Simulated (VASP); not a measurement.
NaCl: relaxation of cell and atoms with LDA

The system is NaCl.

```xyz
2
Lattice="0.0000 2.7322 2.7322 2.7322 0.0000 2.7322 2.7322 2.7322 0.0000" Properties=species:S:1:pos:R:3 pbc="T T T"
Na    0.0000    0.0000    0.0000
Cl    2.7322    2.7322    2.7322
```

| Property | Result |
| --- | --- |
| Program | VASP 6.6.1 |
| Task | relaxation of cell and atoms |
| Functional | LDA |
| Potentials or basis | VASP PAW LDA potentials, release 64 (Na_pv, Cl) |
| Cutoff | 600 eV |
| k mesh | 8 × 8 × 8 |
| Occupations | gaussian, width 0.01 eV |
| Spin | no spin polarisation |
| Target pressure | 10 GPa |
| Dipole correction | no |
| Further INCAR settings | ALGO = Normal; EDIFF = 1e-06; IBRION = 2; EDIFFG = -0.002; NSW = 100; ISIF = 3 |

| Property | Result |
| --- | --- |
| Relaxed volume | 16.79 Å³/atom |
| Relaxed cell | a = 3.621 Å, b = 3.621 Å, c = 3.621 Å, α = 60.00°, β = 60.00°, γ = 60.00° |
| Space group after relaxing (to 0.05 Å) | Fm-3m (No. 225) |
| Energy change on relaxing (the enthalpy is what falls) | +93.7 meV/atom |
| Ionic steps | 22 |
| Pressure after relaxing | 10.0 GPa |
| Band gap on the k mesh | 6.07 eV, direct |

Step by step:
| step | energy change (eV) | largest force (eV/Å) | pressure (GPa) | volume (Å³) |
| --- | --- | --- | --- | --- |
| 1 | 0.0000 | 0.0000 | 0.06 | 40.79 |
| 2 | 0.1763 | 0.0000 | 9.60 | 33.76 |
| 3 | 0.1867 | 0.0000 | 10.03 | 33.59 |
| 4 | 0.1859 | 0.0000 | 9.93 | 33.61 |
| 5 | 0.1865 | 0.0000 | 9.97 | 33.60 |
| 6 | 0.1866 | 0.0000 | 9.94 | 33.60 |
| 7 | 0.1867 | 0.0000 | 9.96 | 33.59 |
| 8 | 0.1867 | 0.0000 | 9.97 | 33.59 |
| 9 | 0.1867 | 0.0000 | 9.97 | 33.59 |
| 10 | 0.1867 | 0.0000 | 9.97 | 33.59 |
| 11 | 0.1867 | 0.0000 | 9.97 | 33.59 |
| 12 | 0.1867 | 0.0000 | 9.97 | 33.59 |
| 13 | 0.1867 | 0.0000 | 9.97 | 33.59 |
| 14 | 0.1867 | 0.0000 | 9.97 | 33.59 |
| 15 | 0.1867 | 0.0000 | 9.97 | 33.59 |
| 16 | 0.1867 | 0.0000 | 9.97 | 33.59 |
| 17 | 0.1867 | 0.0000 | 9.97 | 33.59 |
| 18 | 0.1867 | 0.0000 | 9.97 | 33.59 |
| 19 | 0.1867 | 0.0000 | 9.97 | 33.59 |
| 20 | 0.1867 | 0.0000 | 9.97 | 33.59 |
| 21 | 0.1867 | 0.0000 | 9.97 | 33.59 |
| 22 | 0.1874 | 0.0000 | 10.00 | 33.58 |

Final structure:
```xyz
2
Lattice="0.0000 2.5607 2.5607 2.5607 0.0000 2.5607 2.5607 2.5607 0.0000" Properties=species:S:1:pos:R:3 pbc="T T T"
Na    2.5607    2.5607    0.0000
Cl    2.5607    2.5607    2.5607
```

Levels at points of the mesh, in eV from the valence-band top:
| k point | band 3 | band 4 | band 5 | band 6 | band 7 | band 8 | band 9 | band 10 | band 11 |
| --- | --- | --- | --- | --- | --- | --- | --- | --- | --- |
| (0.00, 0.00, 0.00) | -20.47 | -13.47 | 0.00 | 0.00 | 0.00 | 6.07 | 10.99 | 10.99 | 10.99 |
| (0.50, 0.00, 0.00) | -20.48 | -12.65 | -3.11 | -0.50 | -0.50 | 7.34 | 11.31 | 11.31 | 12.81 |
| (0.50, 0.50, 0.00) | -20.50 | -12.62 | -2.67 | -0.97 | -0.97 | 7.27 | 7.97 | 13.21 | 16.14 |

It took 48 s on 1 thread of Intel(R) Xeon(R) Platinum 8259CL CPU @ 2.50GHz (Skylake/Cascade Lake), on a shared host, peak memory 0.16 GiB.

Caveat: the cell is relaxed towards a set pressure, so the enthalpy falls and the energy may rise; the volume moved by over 15 % at a fixed basis, so the end points are rough. Zero-point motion and thermal expansion aren't in these numbers.
